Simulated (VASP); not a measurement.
# SbPt (P6_3/mmc) in VASP: single point with LDA

Aim: the single point of SbPt with LDA.

All numbers are computed with VASP 6.6.1; they aren't measurements. Logs are shortened: lines on timing, memory, paths and dates and some standing lists are left out, and cuts for length are marked.

## Step 1: The cell of the first run

It takes space group P6_3/mmc (No. 194, hexagonal). Conventional cell: a = 4.184 Å, b = 4.184 Å, c = 5.544 Å, α = 90.00°, β = 90.00°, γ = 120.00°. Sb (site symmetry -6m2) has 6 Pt at 2.79 Å and 6 Sb at 3.68 Å within 3.7 Å. Within 3.7 Å of Pt (site symmetry -3m) lie 2 Pt at 2.77 Å and 6 Sb at 2.79 Å.

## Step 2: Single point, LDA (volume scaled by 1.04)

INCAR reads:

```
PREC = Accurate
ENCUT = 520
EDIFF = 1E-6
ISMEAR = -1
SIGMA = 0.08
LREAL = False
LASPH = True
NELM = 80
ALGO = Normal
ISIF = 2
LWAVE = False
LCHARG = False
NBANDS = 23
```

KPOINTS reads:

```
Automatic mesh
0
Gamma
  11 11 8
```

POSCAR reads:

```
SbPt
1.0
    4.1843461804      0.0000000000      0.0000000000
   -2.0921730902      3.6237500904      0.0000000000
    0.0000000000      0.0000000000      5.5440082577
Sb Pt
2 2
Direct
    0.3333333333      0.6666666667      0.2500000000
    0.6666666667      0.3333333333      0.7500000000
    0.0000000000      0.0000000000      0.0000000000
    0.0000000000      0.0000000000      0.5000000000
```

Potentials or basis: VASP PAW LDA potentials, release 64 (Sb, Pt).

Run with:

```console
> cat potpaw_LDA.64/Sb/POTCAR potpaw_LDA.64/Pt/POTCAR > POTCAR
> mpirun -np 1 vasp_std > vasp.out
```

OUTCAR:

```text
PREC = Accurate
   ENCUT = 520
   EDIFF = 1E-6
   ISMEAR = -1
   LREAL = False
   LASPH = True
   NELM = 80
   ISIF = 2

 ion  position               nearest neighbor table
   1  0.333  0.667  0.250-   3 2.79   4 2.79   3 2.79   4 2.79   3 2.79   4 2.79   2 3.68   2 3.68
                             2 3.68   2 3.68   2 3.68   2 3.68
   2  0.667  0.333  0.750-   3 2.79   4 2.79   3 2.79   4 2.79   3 2.79   4 2.79   1 3.68   1 3.68
                             1 3.68   1 3.68   1 3.68   1 3.68
   3  0.000  0.000  0.000-   4 2.77   4 2.77   1 2.79   2 2.79   1 2.79   2 2.79   2 2.79   1 2.79

   4  0.000  0.000  0.500-   3 2.77   3 2.77   1 2.79   2 2.79   1 2.79   2 2.79   2 2.79   1 2.79

  LATTYP: Found a hexagonal cell.
 ALAT       =     4.1843461804
 C/A-ratio  =     1.3249401504

  Lattice vectors:

 A1 = (   4.1843461804,   0.0000000000,   0.0000000000)
 A2 = (  -2.0921730902,   3.6237500904,   0.0000000000)
 A3 = (   0.0000000000,   0.0000000000,   5.5440082577)

Analysis of symmetry for initial positions (statically):
=====================================================================
 Subroutine PRICEL returns:
 Original cell was already a primitive cell.

 Routine SETGRP: Setting up the symmetry group for a
 hexagonal supercell.

 Subroutine GETGRP returns: Found 24 space group operations
 (whereof 12 operations were pure point group operations)
 out of a pool of 24 trial point group operations.

The static configuration has the point symmetry D_3d.
 The point group associated with its full space group is D_6h.

Analysis of symmetry for dynamics (positions and initial velocities):
=====================================================================
 Subroutine PRICEL returns:
 Original cell was already a primitive cell.

 Routine SETGRP: Setting up the symmetry group for a
 hexagonal supercell.

 Subroutine GETGRP returns: Found 24 space group operations
 (whereof 12 operations were pure point group operations)
 out of a pool of 24 trial point group operations.

The dynamic configuration has the point symmetry D_3d.
 The point group associated with its full space group is D_6h.

 Subroutine INISYM returns: Found 24 space group operations
 (whereof 12 operations are pure point group operations),
 and found     1 'primitive' translations

----------------------------------------------------------------------------------------

                                     Primitive cell

  volume of cell :      84.0639

  direct lattice vectors                    reciprocal lattice vectors
     4.184346180  0.000000000  0.000000000     0.238985963  0.137978610  0.000000000
    -2.092173090  3.623750090  0.000000000     0.000000000  0.275957220  0.000000000
     0.000000000  0.000000000  5.544008258     0.000000000  0.000000000  0.180374912

  length of vectors
     4.184346180  4.184346180  5.544008258     0.275957220  0.275957220  0.180374912

  position of ions in fractional coordinates (direct lattice)
     0.333333333  0.666666667  0.250000000
     0.666666667  0.333333333  0.750000000
     0.000000000  0.000000000  0.000000000
     0.000000000  0.000000000  0.500000000

  ion indices of the primitive-cell ions
   primitive index   ion index
                 1           1
                 2           2
                 3           3
                 4           4

----------------------------------------------------------------------------------------

 KPOINTS: Automatic mesh

Automatic generation of k-mesh.
 Grid dimensions read from file:
 generate k-points for:   11   11    8

 Generating k-lattice:

  Cartesian coordinates                     Fractional coordinates (reciprocal lattice)
     0.021725997  0.012543510  0.000000000     0.090909091 -0.000000000  0.000000000
     0.000000000  0.025087020  0.000000000     0.000000000  0.090909091  0.000000000
     0.000000000  0.000000000  0.022546864     0.000000000  0.000000000  0.125000000

  Length of vectors
     0.025087020  0.025087020  0.022546864

  Shift w.r.t. Gamma in fractional coordinates (k-lattice)
     0.000000000  0.000000000  0.000000000

 Subroutine IBZKPT returns following result:
 ===========================================

 Found     80 irreducible k-points:

 Following reciprocal coordinates:
            Coordinates               Weight
  0.000000  0.000000  0.000000      1.000000
  0.090909  0.000000  0.000000      6.000000
  0.181818  0.000000  0.000000      6.000000
  0.272727  0.000000  0.000000      6.000000
  0.363636  0.000000  0.000000      6.000000
  0.454545  0.000000  0.000000      6.000000
[... 16 lines left out ...]
  0.090909  0.090909  0.125000     12.000000
  0.181818  0.090909  0.125000     24.000000
 [... further k-points ...]
   k-points           NKPTS =     80   k-points in BZ     NKDIM =     80   number of bands    NBANDS=     23
   number of dos      NEDOS =    301   number of ions     NIONS =      4
   total plane-waves  NPLWV =  43008
   dimension x,y,z NGX =    32 NGY =   32 NGZ =   42
   dimension x,y,z NGXF=    64 NGYF=   64 NGZF=   84
   ions per type =               2   2
   NGX,Y,Z   is equivalent  to a cutoff of  12.71, 12.71, 12.59 a.u.
   NGXF,Y,Z  is equivalent  to a cutoff of  25.43, 25.43, 25.19 a.u.
 SYSTEM =  unknown system
   PREC   = accura    normal or accurate (medium, high low for compatibility)
   ISTART =      0    job   : 0-new  1-cont  2-samecut
   ICHARG =      2    charge: 1-file 2-atom 10-const
   ISPIN  =      1    spin polarized calculation?
   LNONCOLLINEAR =      F non collinear calculations
   LSORBIT =      F    spin-orbit coupling
   LASPH  =      T    aspherical Exc in radial PAW
   ENCUT  =  520.0 eV  38.22 Ry    6.18 a.u.   7.78  7.78 10.31*2*pi/ulx,y,z
   NELM   =     80;   NELMIN=  2; NELMDL= -5     # of ELM steps
   EDIFF  = 0.1E-05   stopping-criterion for ELM
   LREAL  =      F    real-space projection
   EDIFFG = 0.1E-04   stopping-criterion for IOM
   NSW    =      0    number of steps for IOM
   IBRION =     -1    ionic relax: 0-MD 1-quasi-New 2-CG
   NFREE  =      0    steps in history (QN), initial steepest desc. (CG)
   ISIF   =      2    stress and relaxation
   ISYM   =      2    0-nonsym 1-usesym 2-fastsym
   POTIM  = 0.5000    time-step for ionic-motion
   TEBEG  =    0.0;   TEEND  =   0.0 temperature during run
   PSTRESS=    0.0 pullay stress
   NELECT =      30.0000    total number of electrons
   NUPDOWN=      -1.0000    fix difference up-down
   EMIN   =  10.00;   EMAX   =-10.00  energy-range for DOS
   EFERMI =   0.00;   METHOD = LEGACY
   ISMEAR =    -1;   SIGMA  =   0.08  broadening in eV -4-tet -1-fermi 0-gaus
   EFERMI_NEDOS =   21; number of points for ismear=-14 and -15
   IALGO  =     38    algorithm
   IMIX   =      4    mixing-type and parameters
     AMIX     =   0.40;   BMIX     =  1.00
     AMIX_MAG =   1.60;   BMIX_MAG =  1.00
  volume/ion in A,a.u.               =      21.02       141.82
  Fermi-wavevector in a.u.,A,eV,Ry     =   1.161213  2.194375 18.346319  1.348416
  Thomas-Fermi vector in A             =   2.297788
   LORBIT       =      0    0 simple, 1 ext, 2 COOP (PROOUT), +10 PAW based schemes
   GGA     = CA    functional components
   LHFCALC =     F    Hartree Fock is set to
   AEXX    =    0.0000 exact exchange contribution
   IVDW    =     0    specifies the selected vdW correction
   LEPSILON=     F    determine dielectric tensor
   LRPA    =     F    only Hartree local field effects (RPA)
 non-spin polarized calculation
  energy-cutoff  :      520.00
  volume of cell :       84.06
 maximum number of plane-waves:      2286
 NGX is ok and might be reduce to    32
   NGX = 15   NGY = 15   NGZ = 21

 number of electron      30.0000007 magnetization

 Free energy of the ion-electron system (eV)
  ---------------------------------------------------
  ext. energy  EPLUGINS =         0.00000000
  ---------------------------------------------------
  free energy    TOTEN  =       -26.30375115 eV

  energy without entropy =      -26.26130854  energy(sigma->0) =      -26.28252984

 E-fermi :   9.4369     XC(G=0): -11.4653

 val. band max:        9.4260481652   @ k =   0.2727   0.0000   0.3750
 cond. band min:       9.4511452812   @ k =   0.2727   0.0909   0.5000
 fundamental gap:      0.0250971160
 Fermi energy:         9.4369078301

 k-point     1 :       0.0000    0.0000    0.0000
  band No.  band energies     occupation
      1      -3.1561      2.00000
      2       0.5156      2.00000
      3       2.7357      2.00000
      4       3.7108      2.00000
      5       3.7108      2.00000
      6       3.7971      2.00000
[... 15 lines left out ...]
     22      14.7483      0.00000
     23      17.2864      0.00000

 k-point     2 :       0.0909    0.0000    0.0000
  band No.  band energies     occupation
      1      -3.0589      2.00000
      2       0.4213      2.00000
      3       2.8532      2.00000
      4       3.7362      2.00000
      5       3.7731      2.00000
      6       3.8774      2.00000
[... 15 lines left out ...]
     22      15.2073      0.00000
     23      16.1542      0.00000

 k-point     3 :       0.1818    0.0000    0.0000
  band No.  band energies     occupation
      1      -2.7730      2.00000
      2       0.1947      2.00000
      3       3.1966      2.00000
      4       3.6698      2.00000
      5       3.7934      2.00000
      6       4.3018      2.00000
[... 15 lines left out ...]
     22      16.0897      0.00000
     23      16.1186      0.00000
[... 495 lines left out ...]
 k-point    23 :       0.0909    0.0909    0.1250
  band No.  band energies     occupation
      1      -2.7914      2.00000
      2       0.0232      2.00000
      3       3.1920      2.00000
      4       3.8157      2.00000
      5       3.8461      2.00000
      6       4.4028      2.00000
[... 15 lines left out ...]
     22      15.5903      0.00000
     23      16.1365      0.00000

 k-point    24 :       0.1818    0.0909    0.1250
  band No.  band energies     occupation
      1      -2.4252      2.00000
      2      -0.1145      2.00000
      3       3.4364      2.00000
      4       3.6177      2.00000
      5       3.8759      2.00000
      6       4.6611      2.00000
[... 15 lines left out ...]
     22      15.8817      0.00000
     23      16.6386      0.00000

 [... further k-points ...]
[... 5 lines left out ...]
  --------------------------------------------------------------------------------------
  -------------------------------------------------------------------------------------
  Total       -2.4342001     -2.4342001     -3.3478575      0.0000000      0.0000000      0.0000000
  in kB      -46.3934999    -46.3934999    -63.8069276      0.0000000      0.0000000      0.0000000
  external PRESSURE =     -52.1979758 kB  Pullay stress =       0.0000000 kB

 VOLUME and BASIS-vectors are now :
 -----------------------------------------------------------------------------
  energy-cutoff  :      520.00
  volume of cell :       84.06
      direct lattice vectors                 reciprocal lattice vectors
     4.184346180  0.000000000  0.000000000     0.238985963  0.137978610  0.000000000
    -2.092173090  3.623750090  0.000000000     0.000000000  0.275957220  0.000000000
     0.000000000  0.000000000  5.544008258     0.000000000  0.000000000  0.180374912

 POSITION                                       TOTAL-FORCE (eV/Angst)
 -----------------------------------------------------------------------------------
     -0.00000      2.41583      1.38600        -0.000000      0.000000      0.000000
      2.09217      1.20792      4.15801         0.000000     -0.000000      0.000000
      0.00000      0.00000      0.00000         0.000000      0.000000      0.000000
      0.00000      0.00000      2.77200         0.000000      0.000000      0.000000
 -----------------------------------------------------------------------------------
    total drift:                               -0.000000      0.000000      0.000000

  FREE ENERGIE OF THE ION-ELECTRON SYSTEM (eV)
  ---------------------------------------------------
  free  energy   TOTEN  =       -26.3037511526 eV

  energy  without entropy=      -26.2613085351  energy(sigma->0) =      -26.28252984
```

Run time: 2.9 min. Hardware: 1 thread of Oxide Virtual Turin-like, shared host; peak memory 0.23 GiB.

Results:

```
Free energy            : -26.3038 eV
Pressure               : -5.2 GPa
Band gap on the k mesh : zero (band 15 reaches 11.72 eV, above the bottom of band 16 at 7.94 eV)
```

Levels at points of the mesh, in eV from the Fermi level:
| k point | band 12 | band 13 | band 14 | band 15 | band 16 | band 17 | band 18 | band 19 |
| --- | --- | --- | --- | --- | --- | --- | --- | --- |
| (0.00, 0.00, 0.00) | -2.05 | -0.04 | -0.04 | 0.70 | 2.26 | 2.47 | 3.38 | 3.48 |
| (0.00, 0.00, 0.50) | -3.44 | -1.25 | -1.25 | 2.28 | 2.28 | 2.28 | 2.28 | 5.17 |

Caveat: spin-orbit coupling is left out, which moves the levels of the heavy elements.
